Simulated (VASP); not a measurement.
Si2Ni:

```
CELL_PARAMETERS angstrom
0.00000 2.70300 2.70300
2.70300 0.00000 2.70300
2.70300 2.70300 0.00000
ATOMIC_POSITIONS crystal
Ni 0.00000 0.00000 0.00000
Si 0.75000 0.75000 0.75000
Si 0.25000 0.25000 0.25000
```

Base run:

| Property | Result |
| --- | --- |
| Program | VASP 6.6.1 |
| Functional | r2SCAN |
| Potentials or basis | VASP PAW PBE potentials, release 64 (Ni, Si) |
| Cutoff | 520 eV |
| k mesh | 9 × 9 × 9 |
| Occupations | fermi-dirac, width 0.05 eV |
| Spin | collinear spin, ferromagnetic start |
| Starting moments | [1.0, 0.0, 0.0] μB |

Its results: band gap on the k mesh zero (filled and empty bands overlap); pressure -1.6 GPa; net moment 0.00 μB per cell.

After a change of settings the same cell gave: band gap on the k mesh zero (filled and empty bands overlap); pressure -4.2 GPa; net moment 0.00 μB per cell. Which change was it?
A. functional from r2SCAN to LDA; potentials or basis from VASP PAW PBE potentials, release 64 (Ni, Si) to VASP PAW LDA potentials, release 64 (Ni, Si)
B. functional from r2SCAN to PBE; occupations from fermi-dirac, width 0.05 eV to gaussian, width 0.026 eV
C. functional from r2SCAN to PBEsol; moments at the start from [1.0, 0.0, 0.0] to [0.49, 0.0, 0.0]
D. functional from r2SCAN to revPBE; further incar settings from ALGO = Normal; EDIFF = 1e-06; NBANDS = 20 to ALGO = Normal; EDIFF = 1e-07; NBANDS = 20

A.

Caveats: the PAW data sets were made with another functional, which shifts forces and pressure a little (some runs).
